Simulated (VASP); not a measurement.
# Si2Ni (Fm-3m) in VASP: notebook

Si2Ni is run at these levels: PBE; tasks: single point.

Everything below comes from runs of VASP 6.6.1. Logs are shortened: lines on timing, memory, paths and dates and some standing lists are left out, and cuts for length are marked.

## Step 1: The cell of the first run

Symmetry: Fm-3m, No. 225, cubic system. Conventional cell: a = 5.446 Å, b = 5.446 Å, c = 5.446 Å, α = 90.00°, β = 90.00°, γ = 90.00°. Si (site symmetry -43m) has 4 Ni at 2.36 Å and 6 Si at 2.72 Å within 3.1 Å. Within 3.1 Å of Ni (site symmetry m-3m) lie 8 Si at 2.36 Å.

## Step 2: Single point, PBE, collinear spin, ferromagnetic start (13.46 Å³/atom)

File INCAR:

```
PREC = Accurate ; ENCUT = 520
EDIFF = 1E-6 ; ISMEAR = 0
SIGMA = 0.15 ; LREAL = F
LASPH = T ; NELM = 150
ALGO = Normal ; ISIF = 2
LWAVE = F ; LCHARG = F
ISPIN = 2 ; MAGMOM = 0 0 0.25
LORBIT = 11 ; NUPDOWN = 0.25
LMAXMIX = 4 ; GGA = PE
NBANDS = 20
```

File KPOINTS:

```
Automatic mesh
0
Gamma
  14 14 14
```

File POSCAR:

```
Si2Ni
1.0
    0.0000000000      2.7231673631      2.7231673631
    2.7231673631      0.0000000000      2.7231673631
    2.7231673631      2.7231673631      0.0000000000
Si Ni
2 1
Direct
    0.2500000000      0.2500000000      0.2500000000
    0.7500000000      0.7500000000      0.7500000000
    0.0000000000      0.0000000000      0.0000000000
```

Potentials or basis: VASP PAW PBE potentials, release 64 (Si, Ni).

Started as:

```
$ cat potpaw_PBE.64/Si/POTCAR potpaw_PBE.64/Ni/POTCAR > POTCAR
$ mpirun -np 1 vasp_std > vasp.out
```

OUTCAR:

```text
PREC = Accurate
   ENCUT = 520
   EDIFF = 1E-6
   ISMEAR = 0
   LREAL = F
   LASPH = T
   NELM = 150
   ISIF = 2
   ISPIN = 2
   LORBIT = 11
   NUPDOWN = 0.25
   GGA = PE

 ion  position               nearest neighbor table
   1  0.250  0.250  0.250-   3 2.36   3 2.36   3 2.36   3 2.36   2 2.72   2 2.72   2 2.72   2 2.72
                             2 2.72   2 2.72
   2  0.750  0.750  0.750-   3 2.36   3 2.36   3 2.36   3 2.36   1 2.72   1 2.72   1 2.72   1 2.72
                             1 2.72   1 2.72
   3  0.000  0.000  0.000-   2 2.36   2 2.36   2 2.36   1 2.36   2 2.36   1 2.36   1 2.36   1 2.36

  LATTYP: Found a face centered cubic cell.
 ALAT       =     5.4463347262

  Lattice vectors:

 A1 = (   0.0000000000,   2.7231673631,   2.7231673631)
 A2 = (   2.7231673631,   0.0000000000,   2.7231673631)
 A3 = (   2.7231673631,   2.7231673631,   0.0000000000)

Analysis of symmetry for initial positions (statically):
=====================================================================
 Subroutine PRICEL returns:
 Original cell was already a primitive cell.

 Routine SETGRP: Setting up the symmetry group for a
 face centered cubic supercell.

 Subroutine GETGRP returns: Found 48 space group operations
 (whereof 48 operations were pure point group operations)
 out of a pool of 48 trial point group operations.

The static configuration has the point symmetry O_h .

Analysis of symmetry for dynamics (positions and initial velocities):
=====================================================================
 Subroutine PRICEL returns:
 Original cell was already a primitive cell.

 Routine SETGRP: Setting up the symmetry group for a
 face centered cubic supercell.

 Subroutine GETGRP returns: Found 48 space group operations
 (whereof 48 operations were pure point group operations)
 out of a pool of 48 trial point group operations.

The dynamic configuration has the point symmetry O_h .

Analysis of structural, dynamic, and magnetic symmetry:
=====================================================================
 Subroutine PRICEL returns:
 Original cell was already a primitive cell.

 Routine SETGRP: Setting up the symmetry group for a
 face centered cubic supercell.

 Subroutine GETGRP returns: Found 48 space group operations
 (whereof 48 operations were pure point group operations)
 out of a pool of 48 trial point group operations.

The overall configuration has the point symmetry O_h .

 Subroutine INISYM returns: Found 48 space group operations
 (whereof 48 operations are pure point group operations),
 and found     1 'primitive' translations

----------------------------------------------------------------------------------------

                                     Primitive cell

  volume of cell :      40.3881

  direct lattice vectors                    reciprocal lattice vectors
     0.000000000  2.723167363  2.723167363    -0.183609721  0.183609721  0.183609721
     2.723167363  0.000000000  2.723167363     0.183609721 -0.183609721  0.183609721
     2.723167363  2.723167363  0.000000000     0.183609721  0.183609721 -0.183609721

  length of vectors
     3.851140218  3.851140218  3.851140218     0.318021366  0.318021366  0.318021366

  position of ions in fractional coordinates (direct lattice)
     0.250000000  0.250000000  0.250000000
     0.750000000  0.750000000  0.750000000
     0.000000000  0.000000000  0.000000000

  ion indices of the primitive-cell ions
   primitive index   ion index
                 1           1
                 2           2
                 3           3

----------------------------------------------------------------------------------------

 KPOINTS: Automatic mesh

Automatic generation of k-mesh.
 Grid dimensions read from file:
 generate k-points for:   14   14   14

 Generating k-lattice:

  Cartesian coordinates                     Fractional coordinates (reciprocal lattice)
    -0.013114980  0.013114980  0.013114980     0.071428571  0.000000000  0.000000000
     0.013114980 -0.013114980  0.013114980     0.000000000  0.071428571  0.000000000
     0.013114980  0.013114980 -0.013114980     0.000000000  0.000000000  0.071428571

  Length of vectors
     0.022715812  0.022715812  0.022715812

  Shift w.r.t. Gamma in fractional coordinates (k-lattice)
     0.000000000  0.000000000  0.000000000

 Subroutine IBZKPT returns following result:
 ===========================================

 Found    104 irreducible k-points:

 Following reciprocal coordinates:
            Coordinates               Weight
  0.000000  0.000000  0.000000      1.000000
  0.071429  0.000000  0.000000      8.000000
  0.142857  0.000000  0.000000      8.000000
  0.214286  0.000000  0.000000      8.000000
  0.285714  0.000000  0.000000      8.000000
  0.357143  0.000000  0.000000      8.000000
[... 16 lines left out ...]
  0.214286  0.142857  0.000000     24.000000
  0.285714  0.142857  0.000000     24.000000
 [... further k-points ...]
   k-points           NKPTS =    104   k-points in BZ     NKDIM =    104   number of bands    NBANDS=     20
   number of dos      NEDOS =    301   number of ions     NIONS =      3
   total plane-waves  NPLWV =  27000
   dimension x,y,z NGX =    30 NGY =   30 NGZ =   30
   dimension x,y,z NGXF=    60 NGYF=   60 NGZF=   60
   ions per type =               2   1
   NGX,Y,Z   is equivalent  to a cutoff of  12.95, 12.95, 12.95 a.u.
   NGXF,Y,Z  is equivalent  to a cutoff of  25.90, 25.90, 25.90 a.u.
 SYSTEM =  unknown system
   PREC   = accura    normal or accurate (medium, high low for compatibility)
   ISTART =      0    job   : 0-new  1-cont  2-samecut
   ICHARG =      2    charge: 1-file 2-atom 10-const
   ISPIN  =      2    spin polarized calculation?
   LNONCOLLINEAR =      F non collinear calculations
   LSORBIT =      F    spin-orbit coupling
   LASPH  =      T    aspherical Exc in radial PAW
   ENCUT  =  520.0 eV  38.22 Ry    6.18 a.u.   7.16  7.16  7.16*2*pi/ulx,y,z
   NELM   =    150;   NELMIN=  2; NELMDL= -5     # of ELM steps
   EDIFF  = 0.1E-05   stopping-criterion for ELM
   LREAL  =      F    real-space projection
   EDIFFG = 0.1E-04   stopping-criterion for IOM
   NSW    =      0    number of steps for IOM
   IBRION =     -1    ionic relax: 0-MD 1-quasi-New 2-CG
[... 5 lines left out ...]
   PSTRESS=    0.0 pullay stress
   NELECT =      18.0000    total number of electrons
   NUPDOWN=       0.2500    fix difference up-down
   EMIN   =  10.00;   EMAX   =-10.00  energy-range for DOS
   EFERMI =   0.00;   METHOD = LEGACY
   ISMEAR =     0;   SIGMA  =   0.15  broadening in eV -4-tet -1-fermi 0-gaus
   EFERMI_NEDOS =   21; number of points for ismear=-14 and -15
   IALGO  =     38    algorithm
   IMIX   =      4    mixing-type and parameters
     AMIX     =   0.40;   BMIX     =  1.00
     AMIX_MAG =   1.60;   BMIX_MAG =  1.00
  volume/ion in A,a.u.               =      13.46        90.85
  Fermi-wavevector in a.u.,A,eV,Ry     =   1.250493  2.363089 21.275882  1.563733
  Thomas-Fermi vector in A             =   2.384485
   LORBIT       =     11    0 simple, 1 ext, 2 COOP (PROOUT), +10 PAW based schemes
   GGA     = PE    functional components
   LHFCALC =     F    Hartree Fock is set to
   AEXX    =    0.0000 exact exchange contribution
   IVDW    =     0    specifies the selected vdW correction
   LEPSILON=     F    determine dielectric tensor
   LRPA    =     F    only Hartree local field effects (RPA)
 spin polarized calculation
 Gauss-broadening in eV      SIGMA  =   0.15
  energy-cutoff  :      520.00
  volume of cell :       40.39
 maximum number of plane-waves:      1106
 NGX is ok and might be reduce to    30
   NGX = 15   NGY = 15   NGZ = 15

 number of electron      17.9999991 magnetization       0.2500000

 Free energy of the ion-electron system (eV)
  ---------------------------------------------------
  ext. energy  EPLUGINS =         0.00000000
  ---------------------------------------------------
  free energy    TOTEN  =       -17.34481076 eV

  energy without entropy =      -17.33339121  energy(sigma->0) =      -17.33910098

 E-fermi :   9.8381     XC(G=0): -11.4858

 val. band max:       10.2877620573   @ k =   0.2857   0.1429   0.0714
 cond. band min:       9.8420611106   @ k =   0.5000   0.4286   0.0000
 fundamental gap:     -0.4457009467
 Fermi energy:        10.2925484880

 spin component 1

 k-point     1 :       0.0000    0.0000    0.0000
  band No.  band energies     occupation
      1      -3.5438      1.00000
      2       5.0030      1.00000
      3       5.0030      1.00000
      4       5.0030      1.00000
      5       6.6836      1.00000
      6       6.6836      1.00000
[... 12 lines left out ...]
     19      19.2046      0.00000
     20      22.6402      0.00000

 k-point     2 :       0.0714    0.0000    0.0000
  band No.  band energies     occupation
      1      -3.4694      1.00000
      2       4.8447      1.00000
      3       5.0267      1.00000
      4       5.0267      1.00000
      5       6.6696      1.00000
      6       6.6696      1.00000
[... 12 lines left out ...]
     19      19.5432      0.00000
     20      22.8956      0.00000
[... 465 lines left out ...]
      3       5.0861      1.00000
      4       5.1109      1.00000
      5       6.2918      1.00000
      6       6.7803      1.00000
[... 12 lines left out ...]
     19      21.7912      0.00000
     20      25.0618      0.00000

 k-point    24 :       0.2857    0.1429    0.0000
  band No.  band energies     occupation
      1      -2.4668      1.00000
      2       3.4491      1.00000
      3       5.1628      1.00000
      4       5.2058      1.00000
      5       6.1685      1.00000
      6       6.8067      1.00000
[... 12 lines left out ...]
     19      23.2022      0.00000
     20      25.3339      0.00000

 [... further k-points ...]

 spin component 2

 k-point     1 :       0.0000    0.0000    0.0000
  band No.  band energies     occupation
      1      -3.4873      1.00000
      2       5.1179      1.00000
      3       5.1179      1.00000
      4       5.1179      1.00000
      5       6.7668      1.00000
      6       6.7668      1.00000
[... 12 lines left out ...]
     19      19.2501      0.00000
     20      22.6966      0.00000

 k-point     2 :       0.0714    0.0000    0.0000
  band No.  band energies     occupation
      1      -3.4129      1.00000
      2       4.9550      1.00000
      3       5.1418      1.00000
      4       5.1418      1.00000
      5       6.7526      1.00000
      6       6.7526      1.00000
[... 12 lines left out ...]
     19      19.5891      0.00000
     20      22.9524      0.00000
[... 465 lines left out ...]
      3       5.1950      1.00000
      4       5.2217      1.00000
      5       6.3701      1.00000
      6       6.8649      1.00000
[... 12 lines left out ...]
     19      21.8390      0.00000
     20      25.1243      0.00000

 k-point    24 :       0.2857    0.1429    0.0000
  band No.  band energies     occupation
      1      -2.4097      1.00000
      2       3.5338      1.00000
      3       5.2697      1.00000
      4       5.3164      1.00000
      5       6.2464      1.00000
      6       6.8936      1.00000
[... 12 lines left out ...]
     19      23.2523      0.00000
     20      25.4012      0.00000

 [... further k-points ...]

------------------------ aborting loop because EDIFF is reached ----------------------------------------

  FORCE on cell =-STRESS in cart. coord.  units (eV):
  Direction    XX          YY          ZZ          XY          YZ          ZX
  --------------------------------------------------------------------------------------
  -------------------------------------------------------------------------------------
  Total        0.0333878      0.0333878      0.0333878      0.0000000      0.0000000     -0.0000000
  in kB        1.3244809      1.3244809      1.3244809      0.0000000      0.0000000     -0.0000000
  external PRESSURE =       1.3244809 kB  Pullay stress =       0.0000000 kB

 VOLUME and BASIS-vectors are now :
 -----------------------------------------------------------------------------
  energy-cutoff  :      520.00
  volume of cell :       40.39
      direct lattice vectors                 reciprocal lattice vectors
     0.000000000  2.723167363  2.723167363    -0.183609721  0.183609721  0.183609721
     2.723167363  0.000000000  2.723167363     0.183609721 -0.183609721  0.183609721
     2.723167363  2.723167363  0.000000000     0.183609721  0.183609721 -0.183609721

 POSITION                                       TOTAL-FORCE (eV/Angst)
 -----------------------------------------------------------------------------------
      1.36158      1.36158      1.36158         0.000000      0.000000      0.000000
      4.08475      4.08475      4.08475        -0.000000     -0.000000     -0.000000
      0.00000      0.00000      0.00000         0.000000      0.000000     -0.000000
 -----------------------------------------------------------------------------------
    total drift:                                0.000000     -0.000000     -0.000000

  FREE ENERGIE OF THE ION-ELECTRON SYSTEM (eV)
  ---------------------------------------------------
  free  energy   TOTEN  =       -17.3448107593 eV

  energy  without entropy=      -17.3333912095  energy(sigma->0) =      -17.33910098

 total charge

# of ion       s       p       d       tot
------------------------------------------
    1        0.744   0.830   0.000   1.574
    2        0.744   0.830   0.000   1.574
    3        0.548   0.767   8.435   9.750
--------------------------------------------------
tot          2.037   2.427   8.435  12.899

 magnetization (x)

# of ion       s       p       d       tot
------------------------------------------
    1        0.021   0.011   0.000   0.032
    2        0.021   0.011   0.000   0.032
    3        0.000   0.010   0.123   0.133
--------------------------------------------------
tot          0.041   0.032   0.123   0.197
```

Wall time 74 s (1 thread of Intel Xeon 6975P-C (Granite Rapids), shared host); peak memory 0.27 GiB.

What came out:

```
Free energy                                           : -17.3448 eV
Pressure                                              : 0.1 GPa
Net moment                                            : 0.25 μB per cell
Site moments                                          : Si +0.03; Ni +0.13 μB
Valence electrons inside the program's atomic spheres : Si 1.57; Ni 9.75
```

Caveat: the total moment is fixed, so each spin has its own Fermi level.

## Step 3: Single point, PBE, collinear spin, ferromagnetic start (13.46 Å³/atom)

File INCAR:

```
  ALGO = Normal
  EDIFF = 1E-7
  ENCUT = 520
  GGA = PE
  ISIF = 2
  ISMEAR = 0
  ISPIN = 2
  LASPH = T
  LCHARG = F
  LMAXMIX = 4
  LORBIT = 11
  LREAL = F
  LWAVE = F
  MAGMOM = 0 0 0.5
  NBANDS = 20
  NELM = 150
  NUPDOWN = 0.5
  PREC = Accurate
  SIGMA = 0.15
```

File KPOINTS:

```
k-points
0
Gamma
  14 14 14
```

POSCAR is that of step 2.

Potentials or basis: VASP PAW PBE potentials, release 64 (Si, Ni).

Started as:

```
$ cat potpaw_PBE.64/Si/POTCAR potpaw_PBE.64/Ni/POTCAR > POTCAR
$ mpirun -np 1 vasp_std > vasp.out
```

Wall time 84 s (1 thread of Intel Xeon 6975P-C (Granite Rapids), shared host); peak memory 0.27 GiB.

The run converged. Its results:

```
Free energy                                           : -17.2561 eV
Pressure                                              : 0.6 GPa
Net moment                                            : 0.50 μB per cell
Site moments                                          : Si +0.07; Ni +0.24 μB
Valence electrons inside the program's atomic spheres : Si 1.58; Ni 9.75
```

Caveat: the total moment is fixed, so each spin has its own Fermi level.

## Step 4: Single point, PBE, collinear spin, ferromagnetic start (15.89 Å³/atom)

This run uses another cell than the first one, of 15.89 Å³/atom.

File INCAR:

```
SYSTEM = Si2Ni
PREC = Accurate
ENCUT = 520
EDIFF = 1E-6
ISMEAR = 0
SIGMA = 0.15
LREAL = .False.
LASPH = .True.
NELM = 150
ALGO = Normal
ISIF = 2
LWAVE = .False.
LCHARG = .True.
ISPIN = 2
MAGMOM = 0 0 0.375
LORBIT = 11
NUPDOWN = 0.375
LMAXMIX = 4
GGA = PE
LELF = .True.
LVHAR = .True.
NBANDS = 20
```

File KPOINTS:

```
Automatic mesh
0
Gamma
  14 14 14
  0 0 0
```

File POSCAR:

```
Si2Ni
1.0
    0.0000000000      2.8776321201      2.8776321201
    2.8776321201      0.0000000000      2.8776321201
    2.8776321201      2.8776321201      0.0000000000
Si Ni
2 1
Direct
    0.2500000000      0.2500000000      0.2500000000
    0.7500000000      0.7500000000      0.7500000000
    0.0000000000      0.0000000000      0.0000000000
```

Started as:

```
$ cat potpaw_PBE.64/Si/POTCAR potpaw_PBE.64/Ni/POTCAR > POTCAR
$ mpirun -np 1 vasp_std > vasp.out
```

Wall time 5.2 min (1 thread of Intel Xeon 8259CL, shared host); peak memory 0.29 GiB.

The run converged. Its results:

- Free energy: -16.8928 eV
- Pressure: -15.9 GPa
- Net moment: 0.38 μB per cell
- Site moments: Si +0.04; Ni +0.20 μB
- Valence electrons inside the program's atomic spheres: Si 1.51; Ni 9.39

Caveat: the cell stands under tension; the total moment is fixed, so each spin has its own Fermi level.

## Step 5: Single point, PBE, collinear spin, ferromagnetic start (11.04 Å³/atom)

This run uses another cell than the first one, of 11.04 Å³/atom.

File INCAR:

```
SYSTEM = Si2Ni
  PREC = Accurate
  ENCUT = 520
  EDIFF = 1E-6
  ISMEAR = 0
  SIGMA = 0.15
  LREAL = .FALSE.
  LASPH = .TRUE.
  NELM = 150
  ALGO = Normal
  ISIF = 2
  LWAVE = .FALSE.
  LCHARG = .FALSE.
  ISPIN = 2
  MAGMOM = 0 0 1
  LORBIT = 11
  NUPDOWN = 1.0
  LMAXMIX = 4
  GGA = PE
  NBANDS = 20
```

File KPOINTS:

```
regular mesh
0
G
  14 14 14
  0 0 0
```

File POSCAR:

```
Si2Ni
1.0
    0.0000000000      2.5488268344      2.5488268344
    2.5488268344      0.0000000000      2.5488268344
    2.5488268344      2.5488268344      0.0000000000
Si Ni
2 1
Direct
    0.2500000000      0.2500000000      0.2500000000
    0.7500000000      0.7500000000      0.7500000000
    0.0000000000      0.0000000000      0.0000000000
```

Started as:

```
$ cat potpaw_PBE.64/Si/POTCAR potpaw_PBE.64/Ni/POTCAR > POTCAR
$ mpirun -np 1 vasp_std > vasp.out
```

Run time: 1.8 min. Hardware: 1 thread of Intel Xeon 6975P-C (Granite Rapids), shared host; peak memory 0.25 GiB.

Results (log left out):

```
Free energy                                           : -15.8150 eV
Pressure                                              : 51.0 GPa
Net moment                                            : 1.00 μB per cell
Site moments                                          : Si +0.13; Ni +0.45 μB
Valence electrons inside the program's atomic spheres : Si 1.72; Ni 10.30
```

Caveat: the cell stands under pressure; the total moment is fixed, so each spin has its own Fermi level.

## Step 6: Single point, PBE, collinear spin, ferromagnetic start (11.04 Å³/atom)

This run uses another cell than the first one, of 11.04 Å³/atom.

File INCAR:

```
ALGO = Normal
EDIFF = 1E-6
ENCUT = 520
GGA = PE
ISIF = 2
ISMEAR = 0
ISPIN = 2
LASPH = T
LCHARG = F
LMAXMIX = 4
LORBIT = 11
LREAL = F
LWAVE = F
MAGMOM = 0 0 0.375
NBANDS = 20
NELM = 150
NUPDOWN = 0.375
PREC = Accurate
SIGMA = 0.15
```

File KPOINTS:

```
k-points
0
Gamma
  14 14 14
```

POSCAR is that of step 5.

Potentials or basis: VASP PAW PBE potentials, release 64 (Si, Ni).

Started as:

```
$ cat potpaw_PBE.64/Si/POTCAR potpaw_PBE.64/Ni/POTCAR > POTCAR
$ mpirun -np 1 vasp_std > vasp.out
```

It took 86 s on 1 thread of Intel Xeon 6975P-C (Granite Rapids), shared host; peak memory 0.24 GiB.

Results (log left out):

| Property | Result |
| --- | --- |
| Free energy | -16.4327 eV |
| Pressure | 46.4 GPa |
| Net moment | 0.38 μB per cell |
| Site moments | Si +0.05; Ni +0.18 μB |
| Valence electrons inside the program's atomic spheres | Si 1.71; Ni 10.32 |

Caveat: the cell stands under pressure; the total moment is fixed, so each spin has its own Fermi level.

## Step 7: Overview

```tsv
fixed moment (μB)	cell	pressure (GPa)	moment (μB)
0.25	a = 3.851 Å, angles 60.0°, 3 atoms	0.1	0.25
0.5	a = 3.851 Å, angles 60.0°, 3 atoms	0.6	0.50
0.375	a = 4.070 Å, angles 60.0°, 3 atoms	-15.9	0.38
1.0	a = 3.605 Å, angles 60.0°, 3 atoms	51.0	1.00
0.375	a = 3.605 Å, angles 60.0°, 3 atoms	46.4	0.38
```

Alike in all rows: task single point; level PBE; potentials or basis VASP PAW PBE potentials, release 64 (Si, Ni); spin collinear, ferromagnetic start; k mesh 14 × 14 × 14; cutoff (eV) 520; smearing gaussian 0.15 eV.

Caveats: the total moment is fixed, so each spin has its own Fermi level; the cell stands under pressure (at least some runs); the cell stands under tension (at least some runs).

Total energies depend on the potentials used, so only differences within one code and one set of settings carry meaning.
